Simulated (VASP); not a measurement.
# SnGe5 (Pmmm) in VASP: notebook

SnGe5 is run at these levels: PBE; tasks: single point, relaxation of cell and atoms.

Program: VASP 6.6.1. These are calculated values, not measurements. Logs are shortened: lines on timing, memory, paths and dates and some standing lists are left out, and cuts for length are marked.

## 1. The cell of the first run

It takes space group Pmmm (No. 47, orthorhombic). The conventional cell has a = 3.103 Å, b = 4.293 Å, c = 9.493 Å, α = 90.00°, β = 90.00°, γ = 90.00°. Sn (site symmetry mmm) has 2 Sn at 3.10 Å and 10 Ge at 3.25 to 3.28 Å within 4.1 Å. Within 3.9 Å of Ge (site symmetry mm2) lie 11 Ge at 2.93 to 3.10 Å and 1 Sn at 3.28 Å. Ge (site symmetry mm2) has 8 Ge at 2.87 to 3.76 Å and 4 Sn at 3.25 Å within 3.8 Å. Within 3.8 Å of Ge (site symmetry mmm) lie 12 Ge at 2.87 to 3.10 Å.

## 2. Single point, PBE

The input, INCAR:

```
PREC = Accurate
ENCUT = 520
EDIFF = 1E-7
ISMEAR = 0
SIGMA = 0.1
LREAL = False
LASPH = True
NELM = 60
ALGO = Normal
ISIF = 2
LWAVE = False
LCHARG = False
GGA = PE
NBANDS = 51
```

The input, KPOINTS:

```
Automatic mesh
0
Gamma
  12 8 4
```

The input, POSCAR:

```
SnGe5
1.0
    3.1031112753      0.0000000000      0.0000000000
    0.0000000000      4.2931724159      0.0000000000
    0.0000000000      0.0000000000      9.4931221068
Sn Ge
1 5
Direct
    0.0000000000      0.0000000000      0.5000000000
    0.0000000000      0.0000000000      0.1542125852
    0.5000000000      0.5000000000      0.3019721349
    0.5000000000      0.5000000000      0.6980278651
    0.0000000000      0.0000000000      0.8457874148
    0.5000000000      0.5000000000      0.0000000000
```

Potentials or basis: VASP PAW PBE potentials, release 64 (Sn_d, Ge_d).

Command:

```
cat potpaw_PBE.64/Sn_d/POTCAR potpaw_PBE.64/Ge_d/POTCAR > POTCAR
mpirun -np 1 vasp_std > vasp.out
```

OUTCAR:

```text
PREC = Accurate
   ENCUT = 520
   EDIFF = 1E-7
   ISMEAR = 0
   LREAL = False
   LASPH = True
   NELM = 60
   ISIF = 2
   GGA = PE

 ion  position               nearest neighbor table
   1  0.000  0.000  0.500-   3 3.25   4 3.25   3 3.25   4 3.25   3 3.25   4 3.25   3 3.25   4 3.25
                             2 3.28   5 3.28
   2  0.000  0.000  0.154-   1 3.28
   3  0.500  0.500  0.302-   6 2.87   1 3.25   1 3.25   1 3.25   1 3.25
   4  0.500  0.500  0.698-   6 2.87   1 3.25   1 3.25   1 3.25   1 3.25
   5  0.000  0.000  0.846-   1 3.28
   6  0.500  0.500  0.000-   3 2.87   4 2.87

  LATTYP: Found a simple orthorhombic cell.
 ALAT       =     3.1031112753
 B/A-ratio  =     1.3835057898
 C/A-ratio  =     3.0592270997

  Lattice vectors:

 A1 = (   3.1031112753,   0.0000000000,   0.0000000000)
 A2 = (   0.0000000000,   4.2931724159,   0.0000000000)
 A3 = (   0.0000000000,   0.0000000000,   9.4931221068)

Analysis of symmetry for initial positions (statically):
=====================================================================
 Subroutine PRICEL returns:
 Original cell was already a primitive cell.

 Routine SETGRP: Setting up the symmetry group for a
 simple orthorhombic supercell.

 Subroutine GETGRP returns: Found  8 space group operations
 (whereof  8 operations were pure point group operations)
 out of a pool of  8 trial point group operations.

The static configuration has the point symmetry D_2h.

Analysis of symmetry for dynamics (positions and initial velocities):
=====================================================================
 Subroutine PRICEL returns:
 Original cell was already a primitive cell.

 Routine SETGRP: Setting up the symmetry group for a
 simple orthorhombic supercell.

 Subroutine GETGRP returns: Found  8 space group operations
 (whereof  8 operations were pure point group operations)
 out of a pool of  8 trial point group operations.

The dynamic configuration has the point symmetry D_2h.

 Subroutine INISYM returns: Found  8 space group operations
 (whereof  8 operations are pure point group operations),
 and found     1 'primitive' translations

----------------------------------------------------------------------------------------

                                     Primitive cell

  volume of cell :     126.4692

[... 92 lines left out ...]
   LSORBIT =      F    spin-orbit coupling
   LASPH  =      T    aspherical Exc in radial PAW
   ENCUT  =  520.0 eV  38.22 Ry    6.18 a.u.   5.77  7.98 17.65*2*pi/ulx,y,z
   NELM   =     60;   NELMIN=  2; NELMDL= -5     # of ELM steps
   EDIFF  = 0.1E-06   stopping-criterion for ELM
   LREAL  =      F    real-space projection
   EDIFFG = 0.1E-05   stopping-criterion for IOM
   NSW    =      0    number of steps for IOM
   IBRION =     -1    ionic relax: 0-MD 1-quasi-New 2-CG
   NFREE  =      0    steps in history (QN), initial steepest desc. (CG)
   ISIF   =      2    stress and relaxation
   ISYM   =      2    0-nonsym 1-usesym 2-fastsym
   POTIM  = 0.5000    time-step for ionic-motion
   TEBEG  =    0.0;   TEEND  =   0.0 temperature during run
   PSTRESS=    0.0 pullay stress
   NELECT =      84.0000    total number of electrons
   NUPDOWN=      -1.0000    fix difference up-down
   EMIN   =  10.00;   EMAX   =-10.00  energy-range for DOS
   EFERMI =   0.00;   METHOD = LEGACY
   ISMEAR =     0;   SIGMA  =   0.10  broadening in eV -4-tet -1-fermi 0-gaus
   EFERMI_NEDOS =   21; number of points for ismear=-14 and -15
   IALGO  =     38    algorithm
   IMIX   =      4    mixing-type and parameters
     AMIX     =   0.40;   BMIX     =  1.00
     AMIX_MAG =   1.60;   BMIX_MAG =  1.00
  volume/ion in A,a.u.               =      21.08       142.24
  Fermi-wavevector in a.u.,A,eV,Ry     =   1.428367  2.699221 27.759029  2.040231
  Thomas-Fermi vector in A             =   2.548436
   LORBIT       =      0    0 simple, 1 ext, 2 COOP (PROOUT), +10 PAW based schemes
   GGA     = PE    functional components
   LHFCALC =     F    Hartree Fock is set to
   AEXX    =    0.0000 exact exchange contribution
   IVDW    =     0    specifies the selected vdW correction
   LEPSILON=     F    determine dielectric tensor
   LRPA    =     F    only Hartree local field effects (RPA)
 non-spin polarized calculation
 Gauss-broadening in eV      SIGMA  =   0.10
  energy-cutoff  :      520.00
  volume of cell :      126.47
 maximum number of plane-waves:      3442
 NGX is ok and might be reduce to    24
   NGX = 11   NGY = 15   NGZ = 35

 number of electron      84.0000004 magnetization

 Free energy of the ion-electron system (eV)
  ---------------------------------------------------
  ext. energy  EPLUGINS =         0.00000000
  ---------------------------------------------------
  free energy    TOTEN  =       -24.70370942 eV

  energy without entropy =      -24.69220412  energy(sigma->0) =      -24.69795677

 E-fermi :   6.6949     XC(G=0): -10.8868

 val. band max:        6.6947052625   @ k =   0.3333   0.3750   0.0000
 cond. band min:       6.7086716013   @ k =   0.5000   0.0000   0.2500
 fundamental gap:      0.0139663389
 Fermi energy:         6.6948594729

 k-point     1 :       0.0000    0.0000    0.0000
  band No.  band energies     occupation
      1     -18.1102      2.00000
      2     -18.0876      2.00000
      3     -18.0789      2.00000
      4     -18.0768      2.00000
      5     -18.0667      2.00000
      6     -18.0656      2.00000
[... 1285 lines left out ...]
     50      11.8431      0.00000
     51      12.2394      0.00000

 [... further k-points ...]
[... 5 lines left out ...]
  --------------------------------------------------------------------------------------
  -------------------------------------------------------------------------------------
  Total       -0.0201581     -0.0488831     -0.0212808      0.0000000      0.0000000      0.0000000
  in kB       -0.2553731     -0.6192766     -0.2695964      0.0000000      0.0000000      0.0000000
  external PRESSURE =      -0.3814154 kB  Pullay stress =       0.0000000 kB

 VOLUME and BASIS-vectors are now :
 -----------------------------------------------------------------------------
  energy-cutoff  :      520.00
  volume of cell :      126.47
      direct lattice vectors                 reciprocal lattice vectors
     3.103111275  0.000000000  0.000000000     0.322257216  0.000000000  0.000000000
     0.000000000  4.293172416  0.000000000     0.000000000  0.232927985  0.000000000
     0.000000000  0.000000000  9.493122107     0.000000000  0.000000000  0.105339422

 POSITION                                       TOTAL-FORCE (eV/Angst)
 -----------------------------------------------------------------------------------
      0.00000      0.00000      4.74656         0.000000      0.000000      0.000000
      0.00000      0.00000      1.46396         0.000000      0.000000     -0.001134
      1.55156      2.14659      2.86666         0.000000     -0.000000      0.003020
      1.55156      2.14659      6.62646         0.000000      0.000000     -0.003020
      0.00000      0.00000      8.02916        -0.000000      0.000000      0.001134
      1.55156      2.14659      0.00000         0.000000      0.000000      0.000000
 -----------------------------------------------------------------------------------
    total drift:                                0.000000     -0.000000      0.000000

  FREE ENERGIE OF THE ION-ELECTRON SYSTEM (eV)
  ---------------------------------------------------
  free  energy   TOTEN  =       -24.7037094156 eV

  energy  without entropy=      -24.6922041167  energy(sigma->0) =      -24.69795677
```

Run time: 5.5 min. Hardware: 1 thread of Intel Xeon 6975P-C (Granite Rapids), shared host; peak memory 0.59 GiB.

What came out:

```
Free energy            : -24.7037 eV
Pressure               : 0.0 GPa
Largest force          : 0.003 eV/Å
Band gap on the k mesh : zero (bands 42 and 43 overlap by 5.30 eV)
```

Forces on the atoms (eV/Å):
```
Sn   0.000  0.000  0.000
Ge   0.000  0.000 -0.001
Ge   0.000  0.000  0.003
Ge   0.000  0.000 -0.003
Ge   0.000  0.000  0.001
Ge   0.000  0.000  0.000
```

Caveat: spin-orbit coupling is left out, which moves the levels of the heavy elements.

## 3. Single point, PBE

This run uses another cell than the first one, of 20.75 Å³/atom.

The input, INCAR:

```
PREC     = Accurate       # precision mode
ENCUT    = 520            # plane-wave cutoff, eV
EDIFF    = 1E-6           # SCF threshold, eV
ISMEAR   = 0              # smearing method
SIGMA    = 0.1            # smearing width, eV
LREAL    = F              # projectors in reciprocal space
LASPH    = T              # aspherical terms in the spheres
NELM     = 80             # most SCF steps
ALGO     = Normal         # electronic algorithm
ISIF     = 2              # what is computed and relaxed
LWAVE    = F              # write WAVECAR
LCHARG   = F              # write CHGCAR
GGA      = PE             # functional
NBANDS   = 51             # bands
```

The input, KPOINTS:

```
regular mesh
0
Gamma
  6 4 2
```

The input, POSCAR:

```
SnGe5
1.0
    3.0843953900      0.0000000000      0.0000000000
    0.0000000000      4.3619937900      0.0000000000
    0.0000000000      0.0000000000      9.2531861700
Sn Ge
1 5
Direct
    0.0000000000      0.0000000000      0.5000000000
    0.0000000000      0.0000000000      0.1666666700
    0.5000000000      0.5000000000      0.3333333300
    0.5000000000      0.5000000000      0.6666666700
    0.0000000000      0.0000000000      0.8333333300
    0.5000000000      0.5000000000      0.0000000000
```

Potentials or basis: VASP PAW PBE potentials, release 64 (Sn_d, Ge_d).

Command:

```
cat potpaw_PBE.64/Sn_d/POTCAR potpaw_PBE.64/Ge_d/POTCAR > POTCAR
mpirun -np 1 vasp_std > vasp.out
```

Wall time 74 s (1 thread of AMD EPYC 9R45 (Zen 5), shared host); peak memory 0.25 GiB.

Results (log left out):

- Free energy: -24.2090 eV
- Pressure: 1.6 GPa
- Largest force: 0.491 eV/Å
- Band gap on the k mesh: zero (bands 42 and 43 overlap by 5.47 eV)

Forces in eV/Å, atoms in the order of the input:
```
Sn   0.000  0.000  0.000
Ge   0.000  0.000 -0.229
Ge   0.000  0.000 -0.491
Ge   0.000  0.000  0.491
Ge   0.000  0.000  0.229
Ge   0.000  0.000  0.000
```

Stress tensor (GPa, compression positive):
```
1.67 0.00 0.00
0.00 1.91 0.00
0.00 0.00 1.26
```

Levels at points of the mesh, in eV from the Fermi level:
| k point | band 38 | band 39 | band 40 | band 41 | band 42 | band 43 | band 44 | band 45 | band 46 | band 47 |
| --- | --- | --- | --- | --- | --- | --- | --- | --- | --- | --- |
| (0.00, 0.00, 0.00) | -2.29 | -2.20 | -2.17 | -2.16 | 1.98 | 2.21 | 2.43 | 2.58 | 2.92 | 3.18 |
| (0.50, 0.00, 0.00) | -2.09 | -2.05 | -1.60 | -0.87 | -0.35 | -0.01 | 0.14 | 1.26 | 1.49 | 1.52 |
| (0.00, 0.50, 0.00) | -3.15 | -3.06 | -2.82 | 3.44 | 3.53 | 4.28 | 4.28 | 4.43 | 4.48 | 5.42 |
| (0.50, 0.50, 0.00) | -5.17 | -3.52 | -3.41 | -3.40 | -3.40 | -0.14 | -0.11 | 0.09 | 0.24 | 1.81 |
| (0.00, 0.00, 0.50) | -3.44 | -0.88 | -0.64 | -0.43 | -0.43 | 0.00 | 0.15 | 2.84 | 2.89 | 5.62 |
| (0.50, 0.00, 0.50) | -4.02 | -0.78 | -0.77 | -0.75 | -0.06 | 0.30 | 0.43 | 0.48 | 0.65 | 2.20 |
| (0.00, 0.50, 0.50) | -5.15 | 0.45 | 0.55 | 0.55 | 0.85 | 4.57 | 4.64 | 4.67 | 4.68 | 4.82 |
| (0.50, 0.50, 0.50) | -4.62 | -4.59 | -4.48 | -1.96 | -1.95 | -1.94 | -1.94 | -0.31 | -0.15 | 3.28 |

Caveat: the k points lie up to 0.36 Å⁻¹ apart, too coarse for converged energies and pressures of a metal; spin-orbit coupling is left out, which moves the levels of the heavy elements.

## 4. Single point, PBE

This run uses another cell than the first one, of 21.19 Å³/atom.

The input, INCAR:

```
ALGO = Normal
EDIFF = 1E-6
ENCUT = 520
GGA = PE
ISIF = 2
ISMEAR = 0
LASPH = T
LCHARG = F
LREAL = F
LWAVE = F
NBANDS = 51
NELM = 100
PREC = Accurate
SIGMA = 0.1
```

The input, KPOINTS:

```
k-points
0
Gamma
  6 4 2
```

The input, POSCAR:

```
SnGe5
1.0
    3.0416645220      0.0000000000      0.0000000000
    0.0000000000      4.4530075252      0.0000000000
    0.0000000000      0.0000000000      9.3846412356
Sn Ge
1 5
Direct
    0.0000000000      0.0000000000      0.5000000000
    0.0000000000      0.0000000000      0.1456096563
    0.5000000000      0.5000000000      0.2985459775
    0.5000000000      0.5000000000      0.7014540225
    0.0000000000      0.0000000000      0.8543903437
    0.5000000000      0.5000000000      0.0000000000
```

Command:

```
cat potpaw_PBE.64/Sn_d/POTCAR potpaw_PBE.64/Ge_d/POTCAR > POTCAR
mpirun -np 1 vasp_std > vasp.out
```

Wall time 83 s (1 thread of AMD EPYC 9R45 (Zen 5), shared host); peak memory 0.27 GiB.

The run converged. Its results:

```yaml
Free_energy: -24.4547 eV
Pressure: 0.0 GPa
Largest_force: 0.019 eV/Å
Band_gap_on_the_k_mesh: zero (bands 42 and 43 overlap by 4.77 eV)
```

Forces on the atoms (eV/Å):
```
Sn   0.000  0.000  0.000
Ge   0.000  0.000 -0.019
Ge   0.000  0.000  0.005
Ge   0.000  0.000 -0.005
Ge   0.000  0.000  0.019
Ge   0.000  0.000  0.000
```

Stress tensor (GPa, compression positive):
```
-0.16  0.00  0.00
 0.00  0.13  0.00
 0.00  0.00  0.14
```

Levels at points of the mesh, in eV from the Fermi level:
```tsv
k point	band 40	band 41	band 42	band 43	band 44	band 45
(0.00, 0.00, 0.00)	-2.03	-1.89	1.75	2.01	2.58	2.58
(0.50, 0.00, 0.00)	-1.77	-1.23	-1.15	-0.27	-0.21	1.07
(0.00, 0.50, 0.00)	-2.81	2.94	2.97	4.32	4.36	4.40
(0.50, 0.50, 0.00)	-3.41	-3.37	-2.93	-0.71	-0.21	0.67
(0.00, 0.00, 0.50)	-1.19	-0.88	-0.09	0.02	0.61	2.67
(0.50, 0.00, 0.50)	-1.16	-0.92	-0.48	-0.19	-0.12	0.71
(0.00, 0.50, 0.50)	0.40	0.52	0.67	3.57	3.65	4.47
(0.50, 0.50, 0.50)	-4.25	-2.08	-1.93	-1.80	-1.78	-0.11
```

Caveat: spin-orbit coupling is left out, which moves the levels of the heavy elements.

## 5. Relaxation of cell and atoms, PBE

This run uses another cell than the first one, of 20.75 Å³/atom.

The input, INCAR:

```
  PREC = Accurate
  ENCUT = 600
  EDIFF = 1E-6
  ISMEAR = 0
  SIGMA = 0.1
  LREAL = False
  LASPH = True
  NELM = 80
  ALGO = Normal
  ISIF = 3
  LWAVE = False
  LCHARG = False
  GGA = PE
  IBRION = 2
  NSW = 90
  EDIFFG = -0.04
```

The input, KPOINTS:

```
regular mesh
0
Gamma
  6 4 2
```

The input, POSCAR:

```
SnGe5
1.0
    3.0843953900      0.0000000000      0.0000000000
    0.0000000000      4.3619937900      0.0000000000
    0.0000000000      0.0000000000      9.2531861700
Sn Ge
1 5
Direct
    0.0000000000      0.0000000000      0.5000000000
    0.0000000000      0.0000000000      0.1666666700
    0.5000000000      0.5000000000      0.3333333300
    0.5000000000      0.5000000000      0.6666666700
    0.0000000000      0.0000000000      0.8333333300
    0.5000000000      0.5000000000      0.0000000000
```

Command:

```
cat potpaw_PBE.64/Sn_d/POTCAR potpaw_PBE.64/Ge_d/POTCAR > POTCAR
mpirun -np 1 vasp_std > vasp.out
```

Run time: 20 min. Hardware: 1 thread of AMD EPYC 9R45 (Zen 5), shared host; peak memory 0.34 GiB.

Results (log left out):

* Free energy: -24.4552 eV
* Relaxed volume: 21.21 Å³/atom
* Relaxed cell: a = 3.033 Å, b = 4.465 Å, c = 9.398 Å, α = 90.00°, β = 90.00°, γ = 90.00°
* Space group after relaxing (to 0.1 Å): Pmmm (No. 47)
* Energy gained by relaxing: 41.0 meV/atom
* Ionic steps: 16
* Pressure after relaxing: 0.1 GPa
* Largest force after relaxing: 0.009 eV/Å
* Band gap on the k mesh: zero (bands 42 and 43 overlap by 4.70 eV)

Forces in eV/Å, atoms in the order of the input:
```
Sn   0.000  0.000  0.000
Ge   0.000  0.000 -0.005
Ge   0.000  0.000  0.009
Ge   0.000  0.000 -0.009
Ge   0.000  0.000  0.005
Ge   0.000  0.000  0.000
```

Stress tensor (GPa, compression positive):
```
 0.15  0.00  0.00
 0.00  0.09  0.00
 0.00  0.00 -0.01
```

Step by step:
| step | energy change (eV) | largest force (eV/Å) | pressure (GPa) | volume (Å³) |
| --- | --- | --- | --- | --- |
| 1 | 0.0000 | 0.4907 | 1.62 | 124.49 |
| 2 | -0.0390 | 0.3880 | -0.42 | 128.31 |
| 3 | -0.0402 | 0.3501 | -1.14 | 129.75 |
| 4 | -0.0729 | 0.2645 | -1.04 | 129.37 |
| 5 | -0.1519 | 0.2557 | -0.65 | 128.20 |
| 6 | -0.0853 | 0.3881 | 2.52 | 125.81 |
| 7 | -0.1862 | 0.1154 | 0.02 | 127.42 |
| 8 | -0.1868 | 0.0730 | 0.07 | 127.24 |
| 9 | -0.2274 | 0.1084 | 0.16 | 127.11 |
| 10 | -0.1960 | 0.1841 | 0.87 | 126.68 |
| 11 | -0.2390 | 0.0997 | 0.21 | 126.99 |
| 12 | -0.2391 | 0.1090 | 0.23 | 126.97 |
| 13 | -0.2424 | 0.0400 | -0.49 | 128.39 |
| 14 | -0.2443 | 0.0576 | -0.27 | 127.85 |
| 15 | -0.2451 | 0.0425 | 0.27 | 126.82 |
| 16 | -0.2460 | 0.0095 | 0.08 | 127.27 |

Final structure:
```xyz
6
Lattice="3.0333 0.0000 0.0000 0.0000 4.4649 0.0000 0.0000 0.0000 9.3975" Properties=species:S:1:pos:R:3 pbc="T T T"
Sn    0.0000    0.0000    4.6988
Ge    3.0333    0.0000    1.3637
Ge    1.5166    2.2324    2.8045
Ge    1.5166    2.2324    6.5931
Ge    0.0000    0.0000    8.0338
Ge    1.5166    2.2324    0.0000
```

Levels at points of the mesh, in eV from the Fermi level:
| k point | band 38 | band 39 | band 40 | band 41 | band 42 | band 43 | band 44 | band 45 | band 46 | band 47 |
| --- | --- | --- | --- | --- | --- | --- | --- | --- | --- | --- |
| (0.00, 0.00, 0.00) | -2.84 | -2.52 | -2.06 | -1.92 | 1.71 | 1.96 | 2.55 | 2.63 | 2.66 | 2.97 |
| (0.50, 0.00, 0.00) | -2.11 | -1.79 | -1.77 | -1.27 | -1.19 | -0.27 | -0.22 | 1.08 | 1.08 | 1.48 |
| (0.00, 0.50, 0.00) | -3.32 | -2.85 | -2.82 | 2.90 | 2.92 | 4.28 | 4.32 | 4.47 | 5.13 | 5.17 |
| (0.50, 0.50, 0.00) | -5.04 | -3.63 | -3.40 | -3.38 | -2.93 | -0.71 | -0.21 | 0.68 | 0.73 | 1.67 |
| (0.00, 0.00, 0.50) | -3.24 | -1.46 | -1.22 | -0.91 | -0.12 | -0.01 | 0.60 | 2.74 | 3.89 | 4.74 |
| (0.50, 0.00, 0.50) | -3.84 | -1.22 | -1.20 | -0.95 | -0.52 | -0.19 | -0.13 | 0.72 | 1.04 | 1.84 |
| (0.00, 0.50, 0.50) | -5.08 | 0.19 | 0.36 | 0.48 | 0.64 | 3.53 | 3.61 | 4.54 | 4.58 | 4.99 |
| (0.50, 0.50, 0.50) | -4.35 | -4.33 | -4.24 | -2.10 | -1.94 | -1.78 | -1.76 | -0.09 | 0.05 | 2.73 |

Caveat: the k points lie up to 0.35 Å⁻¹ apart in the final cell, too coarse for converged energies and pressures of a metal; spin-orbit coupling is left out, which moves the levels of the heavy elements.

## 6. Overview

| task | cell | k mesh | cutoff (eV) | gap on the mesh (eV) | pressure (GPa) | largest force (eV/Å) |
| --- | --- | --- | --- | --- | --- | --- |
| single point | a = 3.103, b = 4.293, c = 9.493 Å, 6 atoms, atomic positions A | 12 × 8 × 4 | 520 | none | 0.0 | - |
| single point | a = 3.084, b = 4.362, c = 9.253 Å, 6 atoms, atomic positions B | 6 × 4 × 2 | 520 | none | 1.6 | 0.49 |
| single point | a = 3.042, b = 4.453, c = 9.385 Å, 6 atoms, atomic positions C | 6 × 4 × 2 | 520 | none | 0.0 | 0.02 |
| relaxation of cell and atoms | relaxed from a = 3.084, b = 4.362, c = 9.253 Å, 6 atoms, atomic positions B | 6 × 4 × 2 | 600 | none | 0.1 | 0.01 |

Alike in all rows: level PBE; potentials or basis VASP PAW PBE potentials, release 64 (Sn_d, Ge_d); no spin polarisation; smearing gaussian 0.1 eV.

Caveats: some runs use coarse meshes; spin-orbit coupling is left out, which moves the levels of the heavy elements.

Total energies depend on the potentials used, so only differences within one code and one set of settings carry meaning.
